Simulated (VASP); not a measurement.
**HfN: single point with PBEsol**

Crystal: HfN.

```
CELL_PARAMETERS angstrom
0.00000 2.25080 2.25080
2.25080 0.00000 2.25080
2.25080 2.25080 0.00000
ATOMIC_POSITIONS crystal
Hf 0.50000 0.50000 0.50000
N 0.00000 0.00000 0.00000
```

```
Program                : VASP 6.6.1
Task                   : single point
Functional             : PBEsol
Potentials or basis    : VASP PAW PBE potentials, release 64 (Hf_pv, N)
Cutoff                 : 520 eV
k mesh                 : 16 × 16 × 16
Occupations            : gaussian, width 0.1 eV
Spin                   : no spin polarisation
Dipole correction      : no
Further INCAR settings : ALGO = Normal; EDIFF = 1e-06; NBANDS = 14
```

```json
{
 "Pressure": "-2.2 GPa"
}
```

Levels at points of the mesh, in eV from the Fermi level:
| k point | band 4 | band 5 | band 6 | band 7 | band 8 | band 9 | band 10 | band 11 | band 12 | band 13 |
| --- | --- | --- | --- | --- | --- | --- | --- | --- | --- | --- |
| (0.00, 0.00, 0.00) | -17.49 | -2.99 | -2.99 | -2.99 | -0.37 | -0.37 | -0.37 | 1.93 | 1.98 | 1.98 |
| (0.50, 0.00, 0.00) | -14.65 | -8.96 | -6.22 | -6.22 | 3.35 | 3.78 | 3.78 | 4.47 | 9.01 | 9.01 |
| (0.50, 0.50, 0.00) | -16.38 | -5.38 | -3.88 | -3.65 | -3.65 | 4.16 | 5.64 | 5.64 | 5.75 | 8.09 |

Wall time 20 s on 1 thread of AMD EPYC 9R45 96-Core Processor (Zen 5) (shared host), peak memory 0.15 GiB.

Caveat: the PAW data sets were made with another functional, which shifts forces and pressure a little; spin-orbit coupling is left out, which moves the levels of the heavy elements.
